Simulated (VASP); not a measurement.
# Ag (Fd-3m) in VASP: further runs

Ag is run at these levels: LDA; tasks: single point.

Program: VASP 6.6.1. These are calculated values, not measurements. Logs are shortened: lines on timing, memory, paths and dates and some standing lists are left out, and cuts for length are marked.

### 1 The cell of the first run

Symmetry: Fd-3m, No. 227, cubic system. The conventional cell has a = 5.266 Å, b = 5.266 Å, c = 5.266 Å, α = 90.00°, β = 90.00°, γ = 90.00°. Within 3.0 Å of Ag (site symmetry -43m) lie 4 Ag at 2.28 Å.

### 2 Single point, LDA (volume scaled by 0.7)

The input, INCAR:

```
ALGO = Normal ; EDIFF = 1E-7
ENCUT = 520 ; GGA = CA
ISIF = 2 ; ISMEAR = -1
LASPH = T ; LCHARG = F
LREAL = F ; LWAVE = F
NBANDS = 18 ; NELM = 60
PREC = Accurate ; SIGMA = 0.05
```

The input, KPOINTS:

```
k-points
0
Gamma
  13 13 13
```

The input, POSCAR:

```
Ag
1.0
    0.0000000000      2.6327581921      2.6327581921
    2.6327581921      0.0000000000      2.6327581921
    2.6327581921      2.6327581921      0.0000000000
Ag
2
Direct
   -0.1250000000     -0.1250000000     -0.1250000000
    0.1250000000      0.1250000000      0.1250000000
```

Potentials or basis: VASP PAW LDA potentials, release 64 (Ag).

Run with:

```sh
$ cat potpaw_LDA.64/Ag/POTCAR > POTCAR
$ mpirun -np 1 vasp_std > vasp.out
```

OUTCAR:

```text
EDIFF = 1E-7
   ENCUT = 520
   GGA = CA
   ISIF = 2
   ISMEAR = -1
   LASPH = T
   LREAL = F
   NELM = 60
   PREC = Accurate

 ion  position               nearest neighbor table
   1  0.875  0.875  0.875-   2 2.28   2 2.28   2 2.28   2 2.28
   2  0.125  0.125  0.125-   1 2.28   1 2.28   1 2.28   1 2.28

  LATTYP: Found a face centered cubic cell.
 ALAT       =     5.2655163842

  Lattice vectors:

 A1 = (   0.0000000000,   2.6327581921,   2.6327581921)
 A2 = (   2.6327581921,   0.0000000000,   2.6327581921)
 A3 = (   2.6327581921,   2.6327581921,   0.0000000000)

Analysis of symmetry for initial positions (statically):
=====================================================================
 Subroutine PRICEL returns:
 Original cell was already a primitive cell.

 Routine SETGRP: Setting up the symmetry group for a
 face centered cubic supercell.

 Subroutine GETGRP returns: Found 48 space group operations
 (whereof 12 operations were pure point group operations)
 out of a pool of 48 trial point group operations.

The static configuration has the point symmetry D_3d.
 The point group associated with its full space group is O_h .

Analysis of symmetry for dynamics (positions and initial velocities):
=====================================================================
 Subroutine PRICEL returns:
 Original cell was already a primitive cell.

 Routine SETGRP: Setting up the symmetry group for a
 face centered cubic supercell.

 Subroutine GETGRP returns: Found 48 space group operations
 (whereof 12 operations were pure point group operations)
 out of a pool of 48 trial point group operations.

The dynamic configuration has the point symmetry D_3d.
 The point group associated with its full space group is O_h .

 Subroutine INISYM returns: Found 48 space group operations
 (whereof 12 operations are pure point group operations),
 and found     1 'primitive' translations

----------------------------------------------------------------------------------------

                                     Primitive cell

  volume of cell :      36.4975

  direct lattice vectors                    reciprocal lattice vectors
     0.000000000  2.632758192  2.632758192    -0.189914897  0.189914897  0.189914897
     2.632758192  0.000000000  2.632758192     0.189914897 -0.189914897  0.189914897
     2.632758192  2.632758192  0.000000000     0.189914897  0.189914897 -0.189914897

  length of vectors
     3.723282342  3.723282342  3.723282342     0.328942250  0.328942250  0.328942250

  position of ions in fractional coordinates (direct lattice)
     0.875000000  0.875000000  0.875000000
     0.125000000  0.125000000  0.125000000

  ion indices of the primitive-cell ions
   primitive index   ion index
                 1           1
                 2           2

----------------------------------------------------------------------------------------

 KPOINTS: k-points

Automatic generation of k-mesh.
 Grid dimensions read from file:
 generate k-points for:   13   13   13

 Generating k-lattice:

  Cartesian coordinates                     Fractional coordinates (reciprocal lattice)
    -0.014608838  0.014608838  0.014608838     0.076923077  0.000000000  0.000000000
     0.014608838 -0.014608838  0.014608838     0.000000000  0.076923077  0.000000000
     0.014608838  0.014608838 -0.014608838     0.000000000  0.000000000  0.076923077

  Length of vectors
     0.025303250  0.025303250  0.025303250

  Shift w.r.t. Gamma in fractional coordinates (k-lattice)
     0.000000000  0.000000000  0.000000000

 Subroutine IBZKPT returns following result:
 ===========================================

 Found     84 irreducible k-points:

 Following reciprocal coordinates:
            Coordinates               Weight
  0.000000  0.000000  0.000000      1.000000
  0.076923  0.000000  0.000000      8.000000
  0.153846  0.000000  0.000000      8.000000
  0.230769  0.000000  0.000000      8.000000
  0.307692  0.000000  0.000000      8.000000
  0.384615  0.000000  0.000000      8.000000
[... 16 lines left out ...]
  0.384615  0.153846  0.000000     24.000000
  0.461538  0.153846  0.000000     24.000000
 [... further k-points ...]
   k-points           NKPTS =     84   k-points in BZ     NKDIM =     84   number of bands    NBANDS=     18
   number of dos      NEDOS =    301   number of ions     NIONS =      2
   total plane-waves  NPLWV =  21952
   dimension x,y,z NGX =    28 NGY =   28 NGZ =   28
   dimension x,y,z NGXF=    56 NGYF=   56 NGZF=   56
   ions per type =               2
   NGX,Y,Z   is equivalent  to a cutoff of  12.50, 12.50, 12.50 a.u.
   NGXF,Y,Z  is equivalent  to a cutoff of  25.00, 25.00, 25.00 a.u.
 SYSTEM =  unknown system
   PREC   = accura    normal or accurate (medium, high low for compatibility)
   ISTART =      0    job   : 0-new  1-cont  2-samecut
   ICHARG =      2    charge: 1-file 2-atom 10-const
   ISPIN  =      1    spin polarized calculation?
   LNONCOLLINEAR =      F non collinear calculations
   LSORBIT =      F    spin-orbit coupling
   LASPH  =      T    aspherical Exc in radial PAW
   ENCUT  =  520.0 eV  38.22 Ry    6.18 a.u.   6.92  6.92  6.92*2*pi/ulx,y,z
   NELM   =     60;   NELMIN=  2; NELMDL= -5     # of ELM steps
   EDIFF  = 0.1E-06   stopping-criterion for ELM
   LREAL  =      F    real-space projection
   EDIFFG = 0.1E-05   stopping-criterion for IOM
   NSW    =      0    number of steps for IOM
   IBRION =     -1    ionic relax: 0-MD 1-quasi-New 2-CG
   NFREE  =      0    steps in history (QN), initial steepest desc. (CG)
   ISIF   =      2    stress and relaxation
   ISYM   =      2    0-nonsym 1-usesym 2-fastsym
   POTIM  = 0.5000    time-step for ionic-motion
   TEBEG  =    0.0;   TEEND  =   0.0 temperature during run
   PSTRESS=    0.0 pullay stress
   NELECT =      22.0000    total number of electrons
   NUPDOWN=      -1.0000    fix difference up-down
   EMIN   =  10.00;   EMAX   =-10.00  energy-range for DOS
   EFERMI =   0.00;   METHOD = LEGACY
   ISMEAR =    -1;   SIGMA  =   0.05  broadening in eV -4-tet -1-fermi 0-gaus
   EFERMI_NEDOS =   21; number of points for ismear=-14 and -15
   IALGO  =     38    algorithm
   IMIX   =      4    mixing-type and parameters
     AMIX     =   0.40;   BMIX     =  1.00
     AMIX_MAG =   1.60;   BMIX_MAG =  1.00
  volume/ion in A,a.u.               =      18.25       123.15
  Fermi-wavevector in a.u.,A,eV,Ry     =   1.382913  2.613326 26.020427  1.912447
  Thomas-Fermi vector in A             =   2.507560
   LORBIT       =      0    0 simple, 1 ext, 2 COOP (PROOUT), +10 PAW based schemes
   GGA     = CA    functional components
   LHFCALC =     F    Hartree Fock is set to
   AEXX    =    0.0000 exact exchange contribution
   IVDW    =     0    specifies the selected vdW correction
   LEPSILON=     F    determine dielectric tensor
   LRPA    =     F    only Hartree local field effects (RPA)
 non-spin polarized calculation
  energy-cutoff  :      520.00
  volume of cell :       36.50
 maximum number of plane-waves:       998
   NGX = 13   NGY = 13   NGZ = 13

 number of electron      21.9999989 magnetization

 Free energy of the ion-electron system (eV)
  ---------------------------------------------------
  ext. energy  EPLUGINS =         0.00000000
  ---------------------------------------------------
  free energy    TOTEN  =        -3.81946213 eV

  energy without entropy =       -3.81281560  energy(sigma->0) =       -3.81613887

 E-fermi :   7.4965     XC(G=0): -11.8573

 val. band max:        7.4851586737   @ k =  -0.3077   0.3846   0.1538
 cond. band min:       7.5222270568   @ k =  -0.4615   0.1538   0.0769
 fundamental gap:      0.0370683831
 Fermi energy:         7.4964969119

 k-point     1 :       0.0000    0.0000    0.0000
  band No.  band energies     occupation
      1       0.0652      2.00000
      2       0.7004      2.00000
      3       0.7004      2.00000
      4       0.9221      2.00000
      5       0.9221      2.00000
      6       0.9221      2.00000
[... 10 lines left out ...]
     17      20.1301      0.00000
     18      20.1304      0.00000

 k-point     2 :       0.0769    0.0000    0.0000
  band No.  band energies     occupation
      1       0.1705      2.00000
      2       0.6160      2.00000
      3       0.6160      2.00000
      4       0.9246      2.00000
      5       1.0357      2.00000
      6       1.0357      2.00000
[... 10 lines left out ...]
     17      20.9181      0.00000
     18      20.9181      0.00000

 k-point     3 :       0.1538    0.0000    0.0000
  band No.  band energies     occupation
      1       0.4491      2.00000
      2       0.5209      2.00000
      3       0.5209      2.00000
      4       0.9579      2.00000
      5       1.2014      2.00000
      6       1.2014      2.00000
[... 10 lines left out ...]
     17      21.5557      0.00000
     18      21.5557      0.00000

 k-point     4 :       0.2308    0.0000    0.0000
  band No.  band energies     occupation
      1       0.4841      2.00000
      2       0.4841      2.00000
      3       0.6981      2.00000
      4       1.1677      2.00000
      5       1.3055      2.00000
      6       1.3055      2.00000
[... 10 lines left out ...]
     17      21.1796      0.00000
     18      21.6457      0.00000

 k-point     5 :       0.3077    0.0000    0.0000
  band No.  band energies     occupation
      1       0.5139      2.00000
      2       0.5139      2.00000
      3       0.7696      2.00000
      4       1.3001      2.00000
      5       1.3001      2.00000
      6       1.5205      2.00000
[... 10 lines left out ...]
     17      20.8202      0.00000
     18      21.8721      0.00000

 k-point     6 :       0.3846    0.0000    0.0000
  band No.  band energies     occupation
      1       0.6015      2.00000
      2       0.6015      2.00000
      3       0.8020      2.00000
      4       1.1977      2.00000
      5       1.1977      2.00000
      6       1.6641      2.00000
[... 10 lines left out ...]
     17      20.5632      0.00000
     18      21.9520      0.00000

 k-point     7 :       0.4615    0.0000    0.0000
  band No.  band energies     occupation
      1       0.7086      2.00000
      2       0.7086      2.00000
      3       0.8247      2.00000
      4       1.0704      2.00000
      5       1.0704      2.00000
      6       1.6603      2.00000
[... 10 lines left out ...]
     17      20.4312      0.00000
     18      21.9713      0.00000

 k-point     8 :       0.0769    0.0769    0.0000
  band No.  band energies     occupation
      1       0.2077      2.00000
      2       0.5015      2.00000
      3       0.7564      2.00000
      4       0.9154      2.00000
      5       0.9154      2.00000
      6       1.1612      2.00000
[... 10 lines left out ...]
     17      21.5941      0.00000
     18      21.5969      0.00000
[... 229 lines left out ...]
     17      20.4107      0.00000
     18      21.3721      0.00000

 k-point    20 :       0.1538    0.1538    0.0000
  band No.  band energies     occupation
      1       0.2747      2.00000
      2       0.6239      2.00000
      3       0.8938      2.00000
      4       0.8938      2.00000
      5       0.9219      2.00000
      6       1.5103      2.00000
[... 10 lines left out ...]
     17      22.5428      0.00000
     18      22.5428      0.00000

 k-point    21 :       0.2308    0.1538    0.0000
  band No.  band energies     occupation
      1       0.2001      2.00000
      2       0.7973      2.00000
      3       0.8290      2.00000
      4       1.0585      2.00000
      5       1.0831      2.00000
      6       1.6843      2.00000
[... 10 lines left out ...]
     17      22.5540      0.00000
     18      22.9200      0.00000

 k-point    22 :       0.3077    0.1538    0.0000
  band No.  band energies     occupation
      1       0.1784      2.00000
      2       0.7598      2.00000
      3       0.8015      2.00000
      4       1.1846      2.00000
      5       1.5069      2.00000
      6       1.7927      2.00000
[... 10 lines left out ...]
     17      22.3929      0.00000
     18      23.0021      0.00000

 k-point    23 :       0.3846    0.1538    0.0000
  band No.  band energies     occupation
      1       0.1996      2.00000
      2       0.7279      2.00000
      3       0.7846      2.00000
      4       1.2352      2.00000
      5       1.7492      2.00000
      6       1.7959      2.00000
[... 10 lines left out ...]
     17      22.3034      0.00000
     18      22.7623      0.00000

 k-point    24 :       0.4615    0.1538    0.0000
  band No.  band energies     occupation
      1       0.2373      2.00000
      2       0.7216      2.00000
      3       0.7511      2.00000
      4       1.3067      2.00000
      5       1.6597      2.00000
      6       1.8094      2.00000
[... 10 lines left out ...]
     17      22.3689      0.00000
     18      22.8384      0.00000

 [... further k-points ...]

------------------------ aborting loop because EDIFF is reached ----------------------------------------

  FORCE on cell =-STRESS in cart. coord.  units (eV):
  Direction    XX          YY          ZZ          XY          YZ          ZX
  --------------------------------------------------------------------------------------
  -------------------------------------------------------------------------------------
  Total       10.9803223     10.9803223     10.9803223     -0.0000000      0.0000000      0.0000000
  in kB      482.0174436    482.0174436    482.0174436     -0.0000000      0.0000000      0.0000000
  external PRESSURE =     482.0174436 kB  Pullay stress =       0.0000000 kB

 VOLUME and BASIS-vectors are now :
 -----------------------------------------------------------------------------
  energy-cutoff  :      520.00
  volume of cell :       36.50
      direct lattice vectors                 reciprocal lattice vectors
     0.000000000  2.632758192  2.632758192    -0.189914897  0.189914897  0.189914897
     2.632758192  0.000000000  2.632758192     0.189914897 -0.189914897  0.189914897
     2.632758192  2.632758192  0.000000000     0.189914897  0.189914897 -0.189914897

 POSITION                                       TOTAL-FORCE (eV/Angst)
 -----------------------------------------------------------------------------------
      4.60733      4.60733      4.60733        -0.000000     -0.000000     -0.000000
      0.65819      0.65819      0.65819         0.000000      0.000000      0.000000
 -----------------------------------------------------------------------------------
    total drift:                                0.000000     -0.000000     -0.000000

  FREE ENERGIE OF THE ION-ELECTRON SYSTEM (eV)
  ---------------------------------------------------
  free  energy   TOTEN  =        -3.8194621341 eV

  energy  without entropy=       -3.8128156050  energy(sigma->0) =       -3.81613887
```

Run time: 31 s. Hardware: 1 thread of AMD EPYC 7R13 (Zen 3), shared host; peak memory 0.14 GiB.

What came out:

```
Free energy            : -3.8195 eV
Pressure               : 48.2 GPa
Band gap on the k mesh : zero (band 11 reaches 8.24 eV, above the bottom of band 12 at 7.17 eV)
```

Levels at points of the mesh, in eV from the Fermi level:
```tsv
k point	band 8	band 9	band 10	band 11	band 12	band 13	band 14	band 15
(0.00, 0.00, 0.00)	-4.07	-4.07	-2.54	-2.54	12.24	12.24	12.24	12.59
```

### 3 Single point, LDA (volume scaled by 0.8)

The input, INCAR:

```
PREC = Accurate
ENCUT = 520
EDIFF = 1E-7
ISMEAR = -1
SIGMA = 0.05
LREAL = False
LASPH = True
NELM = 80
ALGO = Normal
ISIF = 2
LWAVE = False
LCHARG = False
NBANDS = 18
```

The input, KPOINTS:

```
Automatic mesh
0
Gamma
  13 13 13
```

The input, POSCAR:

```
Ag
1.0
    0.0000000000      2.7525905958      2.7525905958
    2.7525905958      0.0000000000      2.7525905958
    2.7525905958      2.7525905958      0.0000000000
Ag
2
Direct
   -0.1250000000     -0.1250000000     -0.1250000000
    0.1250000000      0.1250000000      0.1250000000
```

Potentials or basis: VASP PAW LDA potentials, release 64 (Ag).

Run with:

```sh
$ cat potpaw_LDA.64/Ag/POTCAR > POTCAR
$ mpirun -np 1 vasp_std > vasp.out
```

OUTCAR:

```text
PREC = Accurate
   ENCUT = 520
   EDIFF = 1E-7
   ISMEAR = -1
   LREAL = False
   LASPH = True
   NELM = 80
   ISIF = 2

 ion  position               nearest neighbor table
   1  0.875  0.875  0.875-   2 2.38   2 2.38   2 2.38   2 2.38
   2  0.125  0.125  0.125-   1 2.38   1 2.38   1 2.38   1 2.38

  LATTYP: Found a face centered cubic cell.
 ALAT       =     5.5051811916

  Lattice vectors:

 A1 = (   0.0000000000,   2.7525905958,   2.7525905958)
 A2 = (   2.7525905958,   0.0000000000,   2.7525905958)
 A3 = (   2.7525905958,   2.7525905958,   0.0000000000)

Analysis of symmetry for initial positions (statically):
=====================================================================
 Subroutine PRICEL returns:
 Original cell was already a primitive cell.

 Routine SETGRP: Setting up the symmetry group for a
 face centered cubic supercell.

 Subroutine GETGRP returns: Found 48 space group operations
 (whereof 12 operations were pure point group operations)
 out of a pool of 48 trial point group operations.

The static configuration has the point symmetry D_3d.
 The point group associated with its full space group is O_h .
[... 159 lines left out ...]

  energy without entropy =       -4.89566823  energy(sigma->0) =       -4.89887935

 E-fermi :   5.7366     XC(G=0): -11.1153

 val. band max:        5.7179295933   @ k =  -0.3077   0.3846   0.1538
 cond. band min:       5.7505201767   @ k =  -0.3846   0.3846   0.0769
 fundamental gap:      0.0325905834
 Fermi energy:         5.7365728430

 k-point     1 :       0.0000    0.0000    0.0000
  band No.  band energies     occupation
      1      -0.8002      2.00000
      2      -0.1890      2.00000
      3      -0.1890      2.00000
      4      -0.0756      2.00000
      5      -0.0756      2.00000
      6      -0.0756      2.00000
[... 481 lines left out ...]
      5       0.5581      2.00000
      6       0.6468      2.00000
[... 10 lines left out ...]
     17      19.5658      0.00000
     18      20.2412      0.00000

 [... further k-points ...]

------------------------ aborting loop because EDIFF is reached ----------------------------------------

  FORCE on cell =-STRESS in cart. coord.  units (eV):
  Direction    XX          YY          ZZ          XY          YZ          ZX
  --------------------------------------------------------------------------------------
  -------------------------------------------------------------------------------------
  Total        5.5271362      5.5271362      5.5271362     -0.0000000      0.0000000      0.0000000
  in kB      212.3028810    212.3028810    212.3028810     -0.0000000      0.0000000      0.0000000
  external PRESSURE =     212.3028810 kB  Pullay stress =       0.0000000 kB

 VOLUME and BASIS-vectors are now :
 -----------------------------------------------------------------------------
  energy-cutoff  :      520.00
  volume of cell :       41.71
      direct lattice vectors                 reciprocal lattice vectors
     0.000000000  2.752590596  2.752590596    -0.181647064  0.181647064  0.181647064
     2.752590596  0.000000000  2.752590596     0.181647064 -0.181647064  0.181647064
     2.752590596  2.752590596  0.000000000     0.181647064  0.181647064 -0.181647064

 POSITION                                       TOTAL-FORCE (eV/Angst)
 -----------------------------------------------------------------------------------
      4.81703      4.81703      4.81703         0.000000     -0.000000      0.000000
      0.68815      0.68815      0.68815        -0.000000      0.000000     -0.000000
 -----------------------------------------------------------------------------------
    total drift:                               -0.000000      0.000000      0.000000

  FREE ENERGIE OF THE ION-ELECTRON SYSTEM (eV)
  ---------------------------------------------------
  free  energy   TOTEN  =        -4.9020904712 eV

  energy  without entropy=       -4.8956682336  energy(sigma->0) =       -4.89887935
```

stdout:

```text
POSCAR found type information on POSCAR Ag
 POSCAR found :  1 types and       2 ions
 scaLAPACK will be used
 LDA part: xc-table for (Slater(with rela. corr.)+CA(PZ))
 , standard interpolation
 POSCAR, INCAR and KPOINTS ok, starting setup
 FFT: planning ... GRIDC
 FFT: planning ... GRID_SOFT
 FFT: planning ... GRID
 WAVECAR not read
 entering main loop
```

Wall time 39 s (1 thread of AMD EPYC 7R13 (Zen 3), shared host); peak memory 0.15 GiB.

Results:

* Free energy: -4.9021 eV
* Pressure: 21.2 GPa
* Band gap on the k mesh: zero (band 11 reaches 6.33 eV, above the bottom of band 12 at 5.28 eV)

Levels at points of the mesh, in eV from the Fermi level:
```csv
k point,band 8,band 9,band 10,band 11,band 12,band 13,band 14,band 15
"(0.00, 0.00, 0.00)",-3.71,-3.71,-2.52,-2.52,11.19,11.19,11.19,11.58
```

(Continued in part 2 of 2.)
